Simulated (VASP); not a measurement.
TaN, 2 atoms in the cell. Symmetry: I4/mmm, No. 139, tetragonal system. Conventional cell: a = 3.236 Å, b = 3.236 Å, c = 4.358 Å, α = 90.00°, β = 90.00°, γ = 90.00°. Within 2.9 Å of Ta (site symmetry 4/mmm) lie 6 N at 2.18 to 2.29 Å. N (site symmetry 4/mmm) has 6 Ta at 2.18 to 2.29 Å within 2.9 Å.  This cell differs from its parent crystal: strain +0.050 along x and y, +0.000 along z.

* Program: VASP 6.6.1
* Task: single point
* Functional: PBEsol
* Potentials or basis: VASP PAW PBE potentials, release 64 (Ta_pv, N)
* Cutoff: 520 eV
* k mesh: 18 × 18 × 18
* Occupations: gaussian, width 0.15 eV
* Spin: no spin polarisation
* Dipole correction: no
* Further INCAR settings: ALGO = Normal; EDIFF = 1e-06; NBANDS = 15

Potentials or basis: VASP PAW PBE potentials, release 64 (Ta_pv, N).

The run is started by

```bash
$ cat potpaw_PBE.64/Ta_pv/POTCAR potpaw_PBE.64/N/POTCAR > POTCAR
$ mpirun -np 1 vasp_std > vasp.out
```

Hardware: 1 thread of Intel Xeon 8259CL, with other jobs on the host.

Question: How long does it take, and how much memory?

Answer: It took 2.6 min on 1 thread of Intel Xeon 8259CL, on a shared host, peak memory 0.28 GiB. Counts: scf iterations 12, k points 480.
